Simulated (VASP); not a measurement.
The system is K2S.

```xyz
3
Lattice="0.0000 3.7069 3.7069 3.7069 0.0000 3.7069 3.7069 3.7069 0.0000" Properties=species:S:1:pos:R:3 pbc="T T T"
K     5.5604    5.5604    5.5604
K     1.8535    1.8535    1.8535
S     0.0000    0.0000    0.0000
```

* Program: VASP 6.6.1
* Task: relaxation of cell and atoms
* Functional: LDA
* Potentials or basis: VASP PAW LDA potentials, release 64 (K_sv, S)
* Cutoff: 500 eV
* k mesh: 6 × 6 × 6
* Occupations: gaussian, width 0.02 eV
* Spin: no spin polarisation

At the start: pressure -1.7 GPa; volume 33.96 Å³/atom.

Task: How do energy, volume and symmetry change on relaxing?

Result: Over 4 steps the energy falls by 16.7 meV/atom and the volume is 31.09 Å³/atom (-8.5 %); space group Fm-3m (No. 225, to 0.1 Å) before and after.

The path:
```csv
step,energy change (eV),largest force (eV/Å),pressure (GPa),volume (Å³)
1,0.0000,0.0000,-1.72,101.88
2,-0.0418,0.0000,-0.77,96.59
3,-0.0500,0.0000,-0.05,93.48
4,-0.0500,0.0000,0.01,93.26
```

Final structure:
```
K S
1.0
     0.00000    3.59939    3.59939
     3.59939    0.00000    3.59939
     3.59939    3.59939    0.00000
K S
2 1
Cartesian
  5.3991 5.3991 5.3991
  1.7997 1.7997 1.7997
  0.0000 3.5994 3.5994
```
